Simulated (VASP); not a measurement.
Write the native input for VASP 6.6.1 that does the following.

* Task: single point
* Functional: LDA
* Potentials or basis: VASP PAW LDA potentials, release 64 (Au)
* Cutoff: 500 eV
* k mesh: 14 × 14 × 14
* Occupations: gaussian, width 0.1 eV
* Spin: no spin polarisation
* Dipole correction: no
* Further INCAR settings: ALGO = Normal; EDIFF = 1e-06; NBANDS = 12

The structure of Au lies in POSCAR:

```
Au
1.0
    0.0000000000      2.0749120936      2.0749120936
    2.0749120936      0.0000000000      2.0749120936
    2.0749120936      2.0749120936      0.0000000000
Au
1
Direct
    0.0000000000      0.0000000000      0.0000000000
```

These files were run (other wordings do the same):

INCAR

```
SYSTEM = Au
ALGO     = Normal         ! electronic algorithm
EDIFF    = 1E-6           ! SCF threshold, eV
ENCUT    = 500            ! plane-wave cutoff, eV
GGA_COMPAT= .FALSE.      
ISIF     = 2              ! what is computed and relaxed
ISMEAR   = 0              ! smearing method
LASPH    = .TRUE.         ! aspherical terms in the spheres
LCHARG   = .FALSE.        ! write CHGCAR
LREAL    = .FALSE.        ! projectors in reciprocal space
LWAVE    = .FALSE.        ! write WAVECAR
NBANDS   = 12             ! bands
NELM     = 120            ! most SCF steps
PREC     = Accurate       ! precision mode
SIGMA    = 0.1            ! smearing width, eV
```

KPOINTS

```
k-points
0
G
  14 14 14
  0 0 0
```

Potentials or basis: VASP PAW LDA potentials, release 64 (Au).

The run is started by

```bash
$ cat potpaw_LDA.64/Au/POTCAR > POTCAR
$ mpirun -np 1 vasp_std > vasp.out
```

It gave:

| Quantity | Value |
| --- | --- |
| Pressure | -11.4 GPa |

Run time: 16 s on 1 thread of Intel Xeon 8259CL (shared host), peak memory 0.14 GiB.
